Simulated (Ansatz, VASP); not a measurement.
**One calculation of CaSe, two programs**

Contents of POSCAR:

```
CaSe
1.0
    0.0000000000      3.2795613671      3.2795613671
    3.2795613671      0.0000000000      3.2795613671
    3.2795613671      3.2795613671      0.0000000000
Ca Se
1 1
Direct
    0.0000000000      0.0000000000      0.0000000000
    0.2500000000      0.2500000000      0.2500000000
```

The input INCAR.step1:

```
PREC = Accurate ; ENCUT = 520
ISMEAR = 0 ; SIGMA = 0.01
LREAL = F ; LASPH = T
NELM = 80 ; NBANDS = 15
GGA = PE ; ALGO = Normal
EDIFF = 1E-4 ; LWAVE = T
LCHARG = F
```

File INCAR.step2:

```
PREC = Accurate ; ENCUT = 520
EDIFF = 1E-6 ; ISMEAR = 0
SIGMA = 0.01 ; LREAL = F
LASPH = T ; NELM = 80
ALGO = Normal ; ISIF = 2
LWAVE = F ; LCHARG = F
METAGGA = R2SCAN ; LMIXTAU = T
NBANDS = 15 ; ISTART = 1
```

KPOINTS

```
regular mesh
0
Gamma
  6 6 6
```

Input for Ansatz:

```yaml
crystal:
  lattice:
    - [0.0, 3.2795613671, 3.2795613671]
    - [3.2795613671, 0.0, 3.2795613671]
    - [3.2795613671, 3.2795613671, 0.0]
  atoms:
    - { symbol: Ca, position: [0.0, 0.0, 0.0] }
    - { symbol: Se, position: [0.25, 0.25, 0.25] }
kpoints:
  mp_grid: { grid: [6, 6, 6] }
  band_path:
    path:
      - [0.0, 0.0, 0.0]
      - [-0.5, -0.5, 0.0]
      - [-0.375, -0.375, 0.25]
      - [-0.375, 0.0, 0.375]
      - [0.0, 0.0, 0.5]
      - [-0.5, -0.25, 0.25]
      - [0.0, 0.270833, -0.270833]
    npoints: 1
hamiltonian:
  xc: r2scan
scf:
  occupations: { method: fixed }
  n_extra_bands: 4
output:
  forces: true
  stress: true
  eigenvalues: true
```

Alike in both runs: task single point; functional r2SCAN; k mesh 6 × 6 × 6; no spin polarisation.

|  | VASP | Ansatz |
| --- | --- | --- |
| version | VASP 6.6.1 | Ansatz 0.2.0 |
| potentials or method | VASP PAW PBE potentials, release 64 (Ca_sv, Se) | plane waves, PAW |
| plane-wave cutoff (eV) | 520 | 500 |
| occupations | gaussian, width 0.01 eV | fixed |
| valence electrons in the cell | 16 | 26 |

Ansatz gave:

- gap on the k mesh at the Fermi level (eV): 3.70
- pressure (GPa): 0.0

**Question.** What did VASP give for the same quantities?

**Answer.** gap on the k mesh at the Fermi level (eV): 3.69; pressure (GPa): 0.2.

VASP's potentials were made for PBE, not for r2SCAN. VASP's potentials hold 16 valence electrons a cell and Ansatz's 26, so a difference there can come from the potentials and not from the codes.
